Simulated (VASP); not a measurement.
Here is a VASP 6.6.1 calculation.

Contents of INCAR:

```
SYSTEM = GaN
PREC = Accurate
ENCUT = 520
EDIFF = 1E-6
ISMEAR = -5
SIGMA = 0.05
LREAL = .FALSE.
LASPH = .TRUE.
NELM = 80
ALGO = Normal
ISIF = 2
LWAVE = .FALSE.
LCHARG = .TRUE.
GGA = CA
LELF = .TRUE.
LVHAR = .TRUE.
NBANDS = 16
```

The input KPOINTS:

```
regular mesh
0
G
  10 10 10
  0 0 0
```

File POSCAR:

```
GaN
1.0
    3.1514780743      0.0000000000      0.0000000000
    1.5757390372      2.7292600718      0.0000000000
    1.5757390372      0.9097533573      2.5731710725
Ga N
1 1
Direct
    0.0000000000      0.0000000000      0.0000000000
    0.2500000000      0.2500000000      0.2500000000
```

Potentials or basis: VASP PAW LDA potentials, release 64 (Ga_d, N).

The run is started by

```console
$ cat potpaw_LDA.64/Ga_d/POTCAR potpaw_LDA.64/N/POTCAR > POTCAR
$ mpirun -np 1 vasp_std > vasp.out
```

Problem. Predict the pressure.

Solution. 0.9 GPa.

Problem. What does it give for the band gap on the k mesh?

Solution. 1.97 eV, direct.
